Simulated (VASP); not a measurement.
# Co (P-3m1) in VASP: single point with PBEsol

Aim: the single point of Co with PBEsol.

All numbers are computed with VASP 6.6.1; they aren't measurements. Logs are shortened: lines on timing, memory, paths and dates and some standing lists are left out, and cuts for length are marked.

## Step 1: The cell of the first run

Symmetry: P-3m1, No. 164, trigonal system. The conventional cell has a = 2.562 Å, b = 2.562 Å, c = 4.002 Å, α = 90.00°, β = 90.00°, γ = 120.00°. Within 3.2 Å of Co (site symmetry 3m) lie 12 Co at 2.43 to 2.56 Å.

## Step 2: Single point, PBEsol, collinear spin, ferromagnetic start (strain +0.030 along x and y, -0.015 along z)

Contents of INCAR:

```
SYSTEM = Co
PREC     = Accurate       ! precision mode
ENCUT    = 520            ! plane-wave cutoff, eV
EDIFF    = 1E-6           ! SCF threshold, eV
ISMEAR   = 0              ! smearing method
SIGMA    = 0.15           ! smearing width, eV
LREAL    = .FALSE.        ! projectors in reciprocal space
LASPH    = .TRUE.         ! aspherical terms in the spheres
NELM     = 150            ! most SCF steps
ALGO     = Normal         ! electronic algorithm
ISIF     = 2              ! what is computed and relaxed
LWAVE    = .FALSE.        ! write WAVECAR
LCHARG   = .FALSE.        ! write CHGCAR
ISPIN    = 2              ! spin polarisation
MAGMOM   = 1.91 1.91      ! initial moments
LORBIT   = 11             ! projections on sites
LMAXMIX  = 4              ! l up to which the mixer works
GGA      = PS             ! functional
NBANDS   = 20             ! bands
```

Contents of KPOINTS:

```
Automatic mesh
0
G
  24 24 12
  0 0 0
```

Contents of POSCAR:

```
Co
1.0
    2.5619858200      0.0000000000      0.0000000000
   -1.2809929100      2.2187448043      0.0000000000
    0.0000000000      0.0000000000      4.0023401608
Co
2
Direct
    0.6666666667      0.3333333333      0.2598610000
    0.3333333333      0.6666666667      0.7401390000
```

Potentials or basis: VASP PAW PBE potentials, release 64 (Co).

The run is started by

```
cat potpaw_PBE.64/Co/POTCAR > POTCAR
mpirun -np 1 vasp_std > vasp.out
```

OUTCAR:

```text
SYSTEM = Co
   PREC = Accurate
   ENCUT = 520
   EDIFF = 1E-6
   ISMEAR = 0
   LREAL = .FALSE.
   LASPH = .TRUE.
   NELM = 150
   ISIF = 2
   ISPIN = 2
   LORBIT = 11
   GGA = PS

 ion  position               nearest neighbor table
   1  0.667  0.333  0.260-   2 2.43   2 2.43   2 2.43   2 2.55   2 2.55   2 2.55
   2  0.333  0.667  0.740-   1 2.43   1 2.43   1 2.43   1 2.55   1 2.55   1 2.55

  LATTYP: Found a hexagonal cell.
 ALAT       =     2.5619858200
 C/A-ratio  =     1.5622023079

  Lattice vectors:

 A1 = (   2.5619858200,   0.0000000000,   0.0000000000)
 A2 = (  -1.2809929100,   2.2187448043,   0.0000000000)
 A3 = (   0.0000000000,   0.0000000000,   4.0023401608)

Analysis of symmetry for initial positions (statically):
=====================================================================
 Subroutine PRICEL returns:
 Original cell was already a primitive cell.

 Routine SETGRP: Setting up the symmetry group for a
 hexagonal supercell.

 Subroutine GETGRP returns: Found 12 space group operations
 (whereof 12 operations were pure point group operations)
 out of a pool of 24 trial point group operations.

The static configuration has the point symmetry D_3d.

Analysis of symmetry for dynamics (positions and initial velocities):
=====================================================================
 Subroutine PRICEL returns:
 Original cell was already a primitive cell.

 Routine SETGRP: Setting up the symmetry group for a
 hexagonal supercell.

 Subroutine GETGRP returns: Found 12 space group operations
 (whereof 12 operations were pure point group operations)
 out of a pool of 24 trial point group operations.

The dynamic configuration has the point symmetry D_3d.

Analysis of structural, dynamic, and magnetic symmetry:
=====================================================================
 Subroutine PRICEL returns:
 Original cell was already a primitive cell.

 Routine SETGRP: Setting up the symmetry group for a
 hexagonal supercell.

 Subroutine GETGRP returns: Found 12 space group operations
 (whereof 12 operations were pure point group operations)
 out of a pool of 24 trial point group operations.

The overall configuration has the point symmetry D_3d.

 Subroutine INISYM returns: Found 12 space group operations
 (whereof 12 operations are pure point group operations),
 and found     1 'primitive' translations

----------------------------------------------------------------------------------------

                                     Primitive cell

  volume of cell :      22.7509

  direct lattice vectors                    reciprocal lattice vectors
     2.561985820  0.000000000  0.000000000     0.390322223  0.225352640  0.000000000
    -1.280992910  2.218744804  0.000000000     0.000000000  0.450705281  0.000000000
     0.000000000  0.000000000  4.002340161     0.000000000  0.000000000  0.249853825

  length of vectors
     2.561985820  2.561985820  4.002340161     0.450705281  0.450705281  0.249853825

  position of ions in fractional coordinates (direct lattice)
     0.666666667  0.333333333  0.259861000
     0.333333333  0.666666667  0.740139000

  ion indices of the primitive-cell ions
   primitive index   ion index
                 1           1
                 2           2

----------------------------------------------------------------------------------------

 KPOINTS: Automatic mesh

Automatic generation of k-mesh.
 Grid dimensions read from file:
 generate k-points for:   24   24   12

 Generating k-lattice:

  Cartesian coordinates                     Fractional coordinates (reciprocal lattice)
     0.016263426  0.009389693  0.000000000     0.041666667  0.000000000  0.000000000
     0.000000000  0.018779387  0.000000000     0.000000000  0.041666667  0.000000000
     0.000000000  0.000000000  0.020821152     0.000000000  0.000000000  0.083333333

  Length of vectors
     0.018779387  0.018779387  0.020821152

  Shift w.r.t. Gamma in fractional coordinates (k-lattice)
     0.000000000  0.000000000  0.000000000

 Subroutine IBZKPT returns following result:
 ===========================================

 Found    667 irreducible k-points:

 Following reciprocal coordinates:
            Coordinates               Weight
  0.000000  0.000000  0.000000      1.000000
  0.041667 -0.000000  0.000000      6.000000
  0.083333  0.000000  0.000000      6.000000
  0.125000  0.000000  0.000000      6.000000
  0.166667  0.000000  0.000000      6.000000
  0.208333  0.000000  0.000000      6.000000
[... 16 lines left out ...]
  0.416667  0.041667  0.000000     12.000000
  0.458333  0.041667  0.000000     12.000000
 [... further k-points ...]
   k-points           NKPTS =    667   k-points in BZ     NKDIM =    667   number of bands    NBANDS=     20
   number of dos      NEDOS =    301   number of ions     NIONS =      2
   total plane-waves  NPLWV =  12000
   dimension x,y,z NGX =    20 NGY =   20 NGZ =   30
   dimension x,y,z NGXF=    40 NGYF=   40 NGZF=   60
   ions per type =               2
   NGX,Y,Z   is equivalent  to a cutoff of  12.98, 12.98, 12.46 a.u.
   NGXF,Y,Z  is equivalent  to a cutoff of  25.96, 25.96, 24.92 a.u.
 SYSTEM =  Co
   PREC   = accura    normal or accurate (medium, high low for compatibility)
   ISTART =      0    job   : 0-new  1-cont  2-samecut
   ICHARG =      2    charge: 1-file 2-atom 10-const
   ISPIN  =      2    spin polarized calculation?
   LNONCOLLINEAR =      F non collinear calculations
   LSORBIT =      F    spin-orbit coupling
   LASPH  =      T    aspherical Exc in radial PAW
   ENCUT  =  520.0 eV  38.22 Ry    6.18 a.u.   4.76  4.76  7.44*2*pi/ulx,y,z
   NELM   =    150;   NELMIN=  2; NELMDL= -5     # of ELM steps
   EDIFF  = 0.1E-05   stopping-criterion for ELM
   LREAL  =      F    real-space projection
[... 7 lines left out ...]
   TEBEG  =    0.0;   TEEND  =   0.0 temperature during run
   PSTRESS=    0.0 pullay stress
   NELECT =      18.0000    total number of electrons
   NUPDOWN=      -1.0000    fix difference up-down
   EMIN   =  10.00;   EMAX   =-10.00  energy-range for DOS
   EFERMI =   0.00;   METHOD = LEGACY
   ISMEAR =     0;   SIGMA  =   0.15  broadening in eV -4-tet -1-fermi 0-gaus
   EFERMI_NEDOS =   21; number of points for ismear=-14 and -15
   IALGO  =     38    algorithm
   IMIX   =      4    mixing-type and parameters
     AMIX     =   0.40;   BMIX     =  1.00
     AMIX_MAG =   1.60;   BMIX_MAG =  1.00
  volume/ion in A,a.u.               =      11.38        76.77
  Fermi-wavevector in a.u.,A,eV,Ry     =   1.514141  2.861312 31.193028  2.292623
  Thomas-Fermi vector in A             =   2.623838
   LORBIT       =     11    0 simple, 1 ext, 2 COOP (PROOUT), +10 PAW based schemes
   GGA     = PS    functional components
   LHFCALC =     F    Hartree Fock is set to
   AEXX    =    0.0000 exact exchange contribution
   IVDW    =     0    specifies the selected vdW correction
   LEPSILON=     F    determine dielectric tensor
   LRPA    =     F    only Hartree local field effects (RPA)
 spin polarized calculation
 Gauss-broadening in eV      SIGMA  =   0.15
  energy-cutoff  :      520.00
  volume of cell :       22.75
 maximum number of plane-waves:       638
   NGX =  9   NGY =  9   NGZ = 15

 number of electron      18.0000010 magnetization       3.2548119

 Free energy of the ion-electron system (eV)
  ---------------------------------------------------
  ext. energy  EPLUGINS =         0.00000000
  ---------------------------------------------------
  free energy    TOTEN  =       -15.32221258 eV

  energy without entropy =      -15.30374160  energy(sigma->0) =      -15.31297709

 E-fermi :   9.4269     XC(G=0): -13.2951

 val. band max:        9.4268325998   @ k =   0.1667   0.0000   0.3333
 cond. band min:       9.4269153281   @ k =   0.0000   0.2500   0.0833
 fundamental gap:      0.0000827283
 Fermi energy:         9.4268836390

 spin component 1

 k-point     1 :       0.0000    0.0000    0.0000
  band No.  band energies     occupation
      1       0.7294      1.00000
      2       4.5076      1.00000
      3       6.8691      1.00000
      4       6.8691      1.00000
      5       7.0461      1.00000
      6       7.1693      1.00000
[... 12 lines left out ...]
     19      33.7840      0.00000
     20      35.2672      0.00000

 k-point     2 :       0.0417   -0.0000    0.0000
  band No.  band energies     occupation
      1       0.7869      1.00000
      2       4.5404      1.00000
      3       6.8035      1.00000
      4       6.8946      1.00000
      5       7.1025      1.00000
      6       7.1566      1.00000
[... 498 lines left out ...]
 k-point    24 :       0.4583    0.0417    0.0000
  band No.  band energies     occupation
      1       4.8167      1.00000
      2       4.8995      1.00000
      3       5.2069      1.00000
      4       6.6297      1.00000
      5       6.8122      1.00000
      6       7.0789      1.00000
[... 12 lines left out ...]
     19      30.9684      0.00000
     20      32.9009      0.00000

 [... further k-points ...]

 spin component 2

 k-point     1 :       0.0000    0.0000    0.0000
  band No.  band energies     occupation
      1       0.7721      1.00000
      2       5.5065      1.00000
      3       8.5191      1.00000
      4       8.5191      1.00000
      5       8.6929      1.00000
      6       8.8301      1.00000
[... 12 lines left out ...]
     19      34.1221      0.00000
     20      35.0807      0.00000

 k-point     2 :       0.0417   -0.0000    0.0000
  band No.  band energies     occupation
      1       0.8298      1.00000
      2       5.5441      1.00000
      3       8.4342      1.00000
      4       8.5475      1.00000
      5       8.7607      1.00000
      6       8.8118      1.00000
[... 498 lines left out ...]
 k-point    24 :       0.4583    0.0417    0.0000
  band No.  band energies     occupation
      1       5.6702      1.00000
      2       6.1232      1.00000
      3       6.4395      1.00000
      4       7.5147      1.00000
      5       8.2356      1.00000
      6       8.5704      1.00000
[... 12 lines left out ...]
     19      31.1993      0.00000
     20      33.2082      0.00000

 [... further k-points ...]

------------------------ aborting loop because EDIFF is reached ----------------------------------------

  FORCE on cell =-STRESS in cart. coord.  units (eV):
  Direction    XX          YY          ZZ          XY          YZ          ZX
  --------------------------------------------------------------------------------------
  -------------------------------------------------------------------------------------
  Total       -2.9253909     -2.9253909     -1.6558818     -0.0000000      0.0000000      0.0000000
  in kB     -206.0138467   -206.0138467   -116.6116224     -0.0000000      0.0000000      0.0000000
  external PRESSURE =    -176.2131053 kB  Pullay stress =       0.0000000 kB

 VOLUME and BASIS-vectors are now :
 -----------------------------------------------------------------------------
  energy-cutoff  :      520.00
  volume of cell :       22.75
      direct lattice vectors                 reciprocal lattice vectors
     2.561985820  0.000000000  0.000000000     0.390322223  0.225352640  0.000000000
    -1.280992910  2.218744804  0.000000000     0.000000000  0.450705281  0.000000000
     0.000000000  0.000000000  4.002340161     0.000000000  0.000000000  0.249853825

 POSITION                                       TOTAL-FORCE (eV/Angst)
 -----------------------------------------------------------------------------------
      1.28099      0.73958      1.04005         0.000000      0.000000     -0.422657
     -0.00000      1.47916      2.96229        -0.000000     -0.000000      0.422657
 -----------------------------------------------------------------------------------
    total drift:                               -0.000000      0.000000      0.000000

  FREE ENERGIE OF THE ION-ELECTRON SYSTEM (eV)
  ---------------------------------------------------
  free  energy   TOTEN  =       -15.3222125767 eV

  energy  without entropy=      -15.3037416029  energy(sigma->0) =      -15.31297709

 total charge

# of ion       s       p       d       tot
------------------------------------------
    1        0.472   0.486   7.234   8.192
    2        0.472   0.486   7.234   8.192
--------------------------------------------------
tot          0.943   0.973  14.468  16.384

 magnetization (x)

# of ion       s       p       d       tot
------------------------------------------
    1       -0.015  -0.052   1.718   1.651
    2       -0.015  -0.052   1.718   1.651
--------------------------------------------------
tot         -0.029  -0.103   3.435   3.303
```

Wall time 13 min (1 thread of Intel Xeon 8259CL, shared host); peak memory 0.49 GiB.

Results:

- Free energy: -15.3222 eV
- Pressure: -17.6 GPa
- Largest force: 0.423 eV/Å
- Net moment: 3.25 μB per cell
- Site moments: Co +1.65 μB
- Valence electrons inside the program's atomic spheres: Co 8.19

Forces on the atoms (eV/Å):
```
Co   0.000  0.000 -0.423
Co   0.000  0.000  0.423
```

Stress tensor (GPa, compression positive):
```
-20.60   0.00   0.00
  0.00 -20.60   0.00
  0.00   0.00 -11.66
```

Levels at points of the mesh, in eV from the Fermi level:
Spin up:
| k point | band 8 | band 9 | band 10 | band 11 | band 12 | band 13 | band 14 | band 15 |
| --- | --- | --- | --- | --- | --- | --- | --- | --- |
| (0.00, 0.00, 0.00) | -1.98 | -1.98 | -0.83 | -0.83 | 0.30 | 6.38 | 21.06 | 22.87 |
| (0.50, 0.00, 0.00) | -0.86 | -0.71 | -0.55 | 1.07 | 2.92 | 9.35 | 10.27 | 12.39 |
| (0.00, 0.00, 0.50) | -2.52 | -1.24 | -1.24 | -1.04 | -1.04 | 14.79 | 15.87 | 21.68 |
| (0.50, 0.00, 0.50) | -1.06 | -0.78 | -0.71 | 1.32 | 1.57 | 6.59 | 6.87 | 17.10 |
Spin down:
```
           k point  band 4  band 5  band 6  band 7  band 8  band 9  band 10  band 11
(0.00, 0.00, 0.00)   -0.91   -0.73   -0.60   -0.60   -0.20   -0.20     0.32     1.01
(0.50, 0.00, 0.00)   -1.88   -1.19   -0.85   -0.42    1.03    1.22     1.31     2.37
(0.00, 0.00, 0.50)   -1.05   -1.03   -1.03   -1.01   -1.01    0.63     0.63     0.76
(0.50, 0.00, 0.50)   -1.97   -0.31    0.08    0.18    0.28    1.13     1.17     1.93
```

Caveat: the cell differs from its parent crystal (strain +0.030 along x and y, -0.015 along z); the stress differs along the axes, from -21 to -12 GPa; the PAW data sets were made with another functional, which shifts forces and pressure a little.
